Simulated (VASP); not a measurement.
# Ga (Fm-3m) in VASP: density of states with PBE

Aim: the density of states of Ga with PBE.

Everything below comes from runs of VASP 6.6.1. Logs are shortened: lines on timing, memory, paths and dates and some standing lists are left out, and cuts for length are marked.

### Step 1. The cell of the first run

Symmetry: Fm-3m, No. 225, cubic system. Conventional cell: a = 4.231 Å, b = 4.231 Å, c = 4.231 Å, α = 90.00°, β = 90.00°, γ = 90.00°. Within 3.9 Å of Ga (site symmetry m-3m) lie 12 Ga at 2.99 Å.

### Step 2. Density of states, PBE

File POSCAR:

```
Ga
1.0
    0.0000000000      2.1153974111      2.1153974111
    2.1153974111      0.0000000000      2.1153974111
    2.1153974111      2.1153974111      0.0000000000
Ga
1
Direct
    0.0000000000      0.0000000000      0.0000000000
```

File INCAR.step1:

```
SYSTEM = Ga
ALGO     = Normal         ! electronic algorithm
EDIFF    = 1E-6           ! SCF threshold, eV
ENCUT    = 520            ! plane-wave cutoff, eV
GGA      = PE             ! functional
ISIF     = 2              ! what is computed and relaxed
ISMEAR   = 0              ! smearing method
LASPH    = .TRUE.         ! aspherical terms in the spheres
LCHARG   = .TRUE.         ! write CHGCAR
LREAL    = .FALSE.        ! projectors in reciprocal space
LWAVE    = .FALSE.        ! write WAVECAR
NBANDS   = 12             ! bands
NELM     = 100            ! most SCF steps
PREC     = Accurate       ! precision mode
SIGMA    = 0.05           ! smearing width, eV
```

File KPOINTS.step1:

```
k-points
0
G
  16 16 16
  0 0 0
```

File INCAR.step2:

```
SYSTEM = Ga
ALGO     = Normal         ! electronic algorithm
EDIFF    = 1E-6           ! SCF threshold, eV
ENCUT    = 520            ! plane-wave cutoff, eV
GGA      = PE             ! functional
ICHARG   = 11             ! starting density
ISIF     = 2              ! what is computed and relaxed
ISMEAR   = -5             ! smearing method
LASPH    = .TRUE.         ! aspherical terms in the spheres
LCHARG   = .FALSE.        ! write CHGCAR
LORBIT   = 11             ! projections on sites
LREAL    = .FALSE.        ! projectors in reciprocal space
LWAVE    = .FALSE.        ! write WAVECAR
NEDOS    = 1001           ! points of the DOS
NELM     = 100            ! most SCF steps
PREC     = Accurate       ! precision mode
SIGMA    = 0.05           ! smearing width, eV
```

File KPOINTS.step2:

```
k-points
0
G
  24 24 24
  0 0 0
```

Potentials or basis: VASP PAW PBE potentials, release 64 (Ga_d).

Launch:

```bash
$ cat potpaw_PBE.64/Ga_d/POTCAR > POTCAR
$ cp INCAR.step1 INCAR
$ cp KPOINTS.step1 KPOINTS
$ mpirun -np 1 vasp_std > vasp.out
$ cp INCAR.step2 INCAR
$ cp KPOINTS.step2 KPOINTS
$ mpirun -np 1 vasp_std > vasp.out
```

OUTCAR:

```text
SYSTEM = Ga
   EDIFF = 1E-6
   ENCUT = 520
   GGA = PE
   ICHARG = 11
   ISIF = 2
   ISMEAR = -5
   LASPH = .TRUE.
   LORBIT = 11
   LREAL = .FALSE.
   NELM = 100
   PREC = Accurate

 ion  position               nearest neighbor table
   1  0.000  0.000  0.000-

  LATTYP: Found a face centered cubic cell.
 ALAT       =     4.2307948222

  Lattice vectors:

 A1 = (   0.0000000000,   2.1153974111,   2.1153974111)
 A2 = (   2.1153974111,   0.0000000000,   2.1153974111)
 A3 = (   2.1153974111,   2.1153974111,   0.0000000000)

Analysis of symmetry for initial positions (statically):
=====================================================================
 Subroutine PRICEL returns:
 Original cell was already a primitive cell.

 Routine SETGRP: Setting up the symmetry group for a
 face centered cubic supercell.

 Subroutine GETGRP returns: Found 48 space group operations
 (whereof 48 operations were pure point group operations)
 out of a pool of 48 trial point group operations.

The static configuration has the point symmetry O_h .

Analysis of symmetry for dynamics (positions and initial velocities):
=====================================================================
 Subroutine PRICEL returns:
 Original cell was already a primitive cell.

 Routine SETGRP: Setting up the symmetry group for a
 face centered cubic supercell.

 Subroutine GETGRP returns: Found 48 space group operations
 (whereof 48 operations were pure point group operations)
 out of a pool of 48 trial point group operations.

The dynamic configuration has the point symmetry O_h .

 Subroutine INISYM returns: Found 48 space group operations
 (whereof 48 operations are pure point group operations),
 and found     1 'primitive' translations

----------------------------------------------------------------------------------------

                                     Primitive cell

  volume of cell :      18.9324

  direct lattice vectors                    reciprocal lattice vectors
     0.000000000  2.115397411  2.115397411    -0.236362207  0.236362207  0.236362207
     2.115397411  0.000000000  2.115397411     0.236362207 -0.236362207  0.236362207
     2.115397411  2.115397411  0.000000000     0.236362207  0.236362207 -0.236362207

  length of vectors
     2.991623709  2.991623709  2.991623709     0.409391351  0.409391351  0.409391351

  position of ions in fractional coordinates (direct lattice)
     0.000000000  0.000000000  0.000000000

  ion indices of the primitive-cell ions
   primitive index   ion index
                 1           1

----------------------------------------------------------------------------------------

 KPOINTS: k-points

Automatic generation of k-mesh.
 Grid dimensions read from file:
 generate k-points for:   24   24   24

 Generating k-lattice:

  Cartesian coordinates                     Fractional coordinates (reciprocal lattice)
    -0.009848425  0.009848425  0.009848425     0.041666667  0.000000000  0.000000000
     0.009848425 -0.009848425  0.009848425     0.000000000  0.041666667  0.000000000
     0.009848425  0.009848425 -0.009848425     0.000000000  0.000000000  0.041666667

  Length of vectors
     0.017057973  0.017057973  0.017057973

  Shift w.r.t. Gamma in fractional coordinates (k-lattice)
     0.000000000  0.000000000  0.000000000

 TETIRR: Found   1864 inequivalent tetrahedra from    82944

 Subroutine IBZKPT returns following result:
 ===========================================

 Found    413 irreducible k-points:

 Following reciprocal coordinates:
            Coordinates               Weight
  0.000000  0.000000  0.000000      1.000000
  0.041667  0.000000  0.000000      8.000000
  0.083333  0.000000  0.000000      8.000000
  0.125000  0.000000  0.000000      8.000000
  0.166667  0.000000  0.000000      8.000000
  0.208333  0.000000  0.000000      8.000000
[... 16 lines left out ...]
  0.416667  0.041667  0.000000     24.000000
  0.458333  0.041667  0.000000     24.000000
 [... further k-points ...]
   k-points           NKPTS =    413   k-points in BZ     NKDIM =    413   number of bands    NBANDS=     10
   number of dos      NEDOS =   1001   number of ions     NIONS =      1
   total plane-waves  NPLWV =  13824
   dimension x,y,z NGX =    24 NGY =   24 NGZ =   24
   dimension x,y,z NGXF=    48 NGYF=   48 NGZF=   48
   ions per type =               1
   NGX,Y,Z   is equivalent  to a cutoff of  13.34, 13.34, 13.34 a.u.
   NGXF,Y,Z  is equivalent  to a cutoff of  26.67, 26.67, 26.67 a.u.
 SYSTEM =  Ga
   PREC   = accura    normal or accurate (medium, high low for compatibility)
   ISTART =      0    job   : 0-new  1-cont  2-samecut
   ICHARG =     11    charge: 1-file 2-atom 10-const
   ISPIN  =      1    spin polarized calculation?
   LNONCOLLINEAR =      F non collinear calculations
   LSORBIT =      F    spin-orbit coupling
   LASPH  =      T    aspherical Exc in radial PAW
   ENCUT  =  520.0 eV  38.22 Ry    6.18 a.u.   5.56  5.56  5.56*2*pi/ulx,y,z
   NELM   =    100;   NELMIN=  2; NELMDL=  0     # of ELM steps
   EDIFF  = 0.1E-05   stopping-criterion for ELM
   LREAL  =      F    real-space projection
   EDIFFG = 0.1E-04   stopping-criterion for IOM
   NSW    =      0    number of steps for IOM
   IBRION =     -1    ionic relax: 0-MD 1-quasi-New 2-CG
   NFREE  =      0    steps in history (QN), initial steepest desc. (CG)
   ISIF   =      2    stress and relaxation
   ISYM   =      2    0-nonsym 1-usesym 2-fastsym
   POTIM  = 0.5000    time-step for ionic-motion
   TEBEG  =    0.0;   TEEND  =   0.0 temperature during run
   PSTRESS=    0.0 pullay stress
   NELECT =      13.0000    total number of electrons
   NUPDOWN=      -1.0000    fix difference up-down
   EMIN   =  10.00;   EMAX   =-10.00  energy-range for DOS
   EFERMI =   0.00;   METHOD = LEGACY
   ISMEAR =    -5;   SIGMA  =   0.05  broadening in eV -4-tet -1-fermi 0-gaus
   EFERMI_NEDOS =   21; number of points for ismear=-14 and -15
   IALGO  =     38    algorithm
   IMIX   =      4    mixing-type and parameters
     AMIX     =   0.40;   BMIX     =  1.00
     AMIX_MAG =   1.60;   BMIX_MAG =  1.00
  volume/ion in A,a.u.               =      18.93       127.76
  Fermi-wavevector in a.u.,A,eV,Ry     =   1.444289  2.729310 28.381339  2.085970
  Thomas-Fermi vector in A             =   2.562600
   LORBIT       =     11    0 simple, 1 ext, 2 COOP (PROOUT), +10 PAW based schemes
   GGA     = PE    functional components
   LHFCALC =     F    Hartree Fock is set to
   AEXX    =    0.0000 exact exchange contribution
   IVDW    =     0    specifies the selected vdW correction
   LEPSILON=     F    determine dielectric tensor
   LRPA    =     F    only Hartree local field effects (RPA)
 non-spin polarized calculation
 Fermi weights with tetrahedron method with Bloechl corrections
  energy-cutoff  :      520.00
  volume of cell :       18.93
 maximum number of plane-waves:       532

 number of electron      13.0000010 magnetization

 Free energy of the ion-electron system (eV)
  ---------------------------------------------------
  ext. energy  EPLUGINS =         0.00000000
  ---------------------------------------------------
  free energy    TOTEN  =        -2.88741217 eV

  energy without entropy =       -2.88741217  energy(sigma->0) =       -2.88741217

 E-fermi :   5.5719     XC(G=0): -11.0028

 val. band max:        5.6704900262   @ k =  -0.2917   0.3333   0.0417
 cond. band min:       5.4027140181   @ k =  -0.3333   0.3333   0.0000
 fundamental gap:     -0.2677760081
 Fermi energy:         5.5719141386

 k-point     1 :       0.0000    0.0000    0.0000
  band No.  band energies     occupation
      1      -9.3722      2.00000
      2      -9.3722      2.00000
      3      -9.3722      2.00000
      4      -9.2526      2.00000
      5      -9.2526      2.00000
      6      -5.4919      2.00000
      7      17.7064      0.00000
      8      17.7064      0.00000
      9      17.7064      0.00000
     10      21.3716      0.00000

 k-point     2 :       0.0417    0.0000    0.0000
  band No.  band energies     occupation
      1      -9.3728      2.00000
      2      -9.3701      2.00000
      3      -9.3701      2.00000
      4      -9.2530      2.00000
      5      -9.2530      2.00000
      6      -5.4475      2.00000
      7      17.0902      0.00000
      8      17.6062      0.00000
      9      17.6062      0.00000
     10      20.6227      0.00000

 k-point     3 :       0.0833    0.0000    0.0000
  band No.  band energies     occupation
      1      -9.3747      2.00000
      2      -9.3642      2.00000
      3      -9.3642      2.00000
      4      -9.2537      2.00000
      5      -9.2537      2.00000
      6      -5.3139      2.00000
      7      15.6911      0.00000
      8      17.3509      0.00000
      9      17.3509      0.00000
     10      20.2507      0.00000

 k-point     4 :       0.1250    0.0000    0.0000
  band No.  band energies     occupation
      1      -9.3782      2.00000
      2      -9.3560      2.00000
      3      -9.3560      2.00000
      4      -9.2536      2.00000
      5      -9.2536      2.00000
      6      -5.0904      2.00000
      7      14.0500      0.00000
      8      17.0229      0.00000
      9      17.0229      0.00000
     10      20.0285      0.00000
[... 222 lines left out ...]
 k-point    22 :       0.3750    0.0417    0.0000
  band No.  band energies     occupation
      1      -9.4268      2.00000
      2      -9.3583      2.00000
      3      -9.3522      2.00000
      4      -9.1924      2.00000
      5      -9.1728      2.00000
      6      -2.0607      2.00000
      7       5.2533      1.56833
      8      15.0133      0.00000
      9      15.5608      0.00000
     10      19.1310      0.00000

 k-point    23 :       0.4167    0.0417    0.0000
  band No.  band energies     occupation
      1      -9.4348      2.00000
      2      -9.3635      2.00000
      3      -9.3575      2.00000
      4      -9.1758      2.00000
      5      -9.1602      2.00000
      6      -1.2374      2.00000
      7       3.9402      2.00000
      8      14.9958      0.00000
      9      15.3261      0.00000
     10      18.9693      0.00000

 k-point    24 :       0.4583    0.0417    0.0000
  band No.  band energies     occupation
      1      -9.4404      2.00000
      2      -9.3670      2.00000
      3      -9.3615      2.00000
      4      -9.1633      2.00000
      5      -9.1524      2.00000
      6      -0.3452      2.00000
      7       2.7304      2.00000
      8      15.0408      0.00000
      9      15.1159      0.00000
     10      18.9047      0.00000

 [... further k-points ...]

------------------------ aborting loop because EDIFF is reached ----------------------------------------

  FORCE on cell =-STRESS in cart. coord.  units (eV):
  Direction    XX          YY          ZZ          XY          YZ          ZX
  --------------------------------------------------------------------------------------
  -------------------------------------------------------------------------------------
  Total        0.0006219      0.0006219      0.0006219     -0.0000000      0.0000000      0.0000000
  in kB        0.0526275      0.0526275      0.0526275     -0.0000000      0.0000000      0.0000000
  external PRESSURE =       0.0526275 kB  Pullay stress =       0.0000000 kB

 VOLUME and BASIS-vectors are now :
 -----------------------------------------------------------------------------
  energy-cutoff  :      520.00
  volume of cell :       18.93
      direct lattice vectors                 reciprocal lattice vectors
     0.000000000  2.115397411  2.115397411    -0.236362207  0.236362207  0.236362207
     2.115397411  0.000000000  2.115397411     0.236362207 -0.236362207  0.236362207
     2.115397411  2.115397411  0.000000000     0.236362207  0.236362207 -0.236362207

 POSITION                                       TOTAL-FORCE (eV/Angst)
 -----------------------------------------------------------------------------------
      0.00000      0.00000      0.00000         0.000000      0.000000     -0.000000
 -----------------------------------------------------------------------------------
    total drift:                               -0.000000     -0.000000     -0.000000

  FREE ENERGIE OF THE ION-ELECTRON SYSTEM (eV)
  ---------------------------------------------------
  free  energy   TOTEN  =        -2.8874121701 eV

  energy  without entropy=       -2.8874121701  energy(sigma->0) =       -2.88741217

 total charge

# of ion       s       p       d       tot
------------------------------------------
    1        1.030   0.528   9.956  11.514
```

Wall time 90 s (1 thread of Intel Xeon 8259CL, shared host); peak memory 0.2 GiB.

Results:

| Property | Result |
| --- | --- |
| Valence electrons inside the program's atomic spheres | Ga 11.51 |

Levels at points of the mesh, in eV from the Fermi level:
```tsv
k point	band 3	band 4	band 5	band 6	band 7	band 8	band 9	band 10
(0.00, 0.00, 0.00)	-14.94	-14.82	-14.82	-11.06	12.13	12.13	12.13	15.80
(0.50, 0.00, 0.00)	-14.94	-14.72	-14.72	-5.00	-3.99	9.78	9.78	14.45
(0.50, 0.50, 0.00)	-14.73	-14.70	-14.70	-2.58	-2.39	4.88	4.88	8.33
```

Caveat: tetrahedron occupations give inexact forces and stress in metals.
